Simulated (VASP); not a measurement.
BiH3Pb: relaxation of cell and atoms with PBE

BiH3Pb:

```
Bi H Pb
1.0
     3.91879    0.00000    0.00000
    -1.95939    3.39377    0.00000
     0.00000    0.00000    6.86846
Bi H Pb
1 3 1
Direct
  0.00000 0.00000 0.68593
  0.50000 0.50000 0.56894
  0.50000 0.00000 0.56894
  0.00000 0.50000 0.56894
  0.00000 0.00000 0.18190
```

The cell was generated, and may not be a known phase.

```yaml
Program: VASP 6.6.1
Task: relaxation of cell and atoms
Functional: PBE
Potentials_or_basis: VASP PAW PBE potentials, release 64 (Bi_d, H, Pb_d)
Cutoff: 600 eV
k_mesh: 12 × 12 × 6
Occupations: gaussian, width 0.1 eV
Spin: no spin polarisation
Dipole_correction: no
Further_INCAR_settings: ALGO = Fast; EDIFF = 1e-07; IBRION = 2; EDIFFG = -0.01; NSW = 100; ISIF = 3
```

| Quantity | Value |
| --- | --- |
| Relaxed volume | 18.01 Å³/atom |
| Relaxed cell | a = 3.876 Å, b = 3.876 Å, c = 6.920 Å, α = 90.00°, β = 90.00°, γ = 120.00° |
| Space group after relaxing (to 0.1 Å) | P6mm (No. 183) |
| Energy gained by relaxing | 1.9 meV/atom |
| Ionic steps | 5 |
| Pressure after relaxing | 0.0 GPa |
| Largest force after relaxing | 0.005 eV/Å |
| Band gap on the k mesh | zero (bands 16 and 17 overlap by 1.54 eV) |

Forces on the atoms (eV/Å):
```
Bi   0.000  0.000  0.002
H    0.000  0.000  0.001
H    0.000  0.000  0.001
H    0.000  0.000  0.001
Pb   0.000  0.000 -0.005
```

The path:
| step | energy change (eV) | largest force (eV/Å) | pressure (GPa) | volume (Å³) |
| --- | --- | --- | --- | --- |
| 1 | 0.0000 | 0.2340 | -0.13 | 91.35 |
| 2 | -0.0042 | 0.1562 | -0.17 | 91.16 |
| 3 | -0.0085 | 0.0163 | -0.24 | 90.77 |
| 4 | -0.0087 | 0.0486 | -0.26 | 90.66 |
| 5 | -0.0093 | 0.0055 | 0.04 | 90.04 |

Final structure:
```
Bi H Pb
1.0
     3.87596    0.00000    0.00000
    -1.93798    3.35668    0.00000
     0.00000    0.00000    6.92043
Bi H Pb
1 3 1
Direct
  0.00000 0.00000 0.69173
  0.50000 0.50000 0.56779
  0.50000 0.00000 0.56779
  0.00000 0.50000 0.56779
  0.00000 0.00000 0.17956
```

Levels at points of the mesh, in eV from the Fermi level:
| k point | band 12 | band 13 | band 14 | band 15 | band 16 | band 17 | band 18 | band 19 | band 20 |
| --- | --- | --- | --- | --- | --- | --- | --- | --- | --- |
| (0.00, 0.00, 0.00) | -9.10 | -5.62 | 0.06 | 0.06 | 0.38 | 1.28 | 1.28 | 3.55 | 4.76 |
| (0.50, 0.00, 0.00) | -7.81 | -7.55 | -3.63 | -2.84 | -1.89 | -0.33 | 0.91 | 2.75 | 4.54 |
| (0.00, 0.00, 0.50) | -9.53 | -4.29 | -0.94 | 0.06 | 0.06 | 1.39 | 1.39 | 2.25 | 4.42 |
| (0.50, 0.00, 0.50) | -7.94 | -7.78 | -2.81 | -2.59 | -2.32 | 0.64 | 1.24 | 2.35 | 2.39 |

It took 8.5 min on 1 thread of Oxide Virtual Turin-like Processor, with other jobs on the host, peak memory 0.34 GiB.

Caveat: spin-orbit coupling is left out, which moves the levels of the heavy elements.
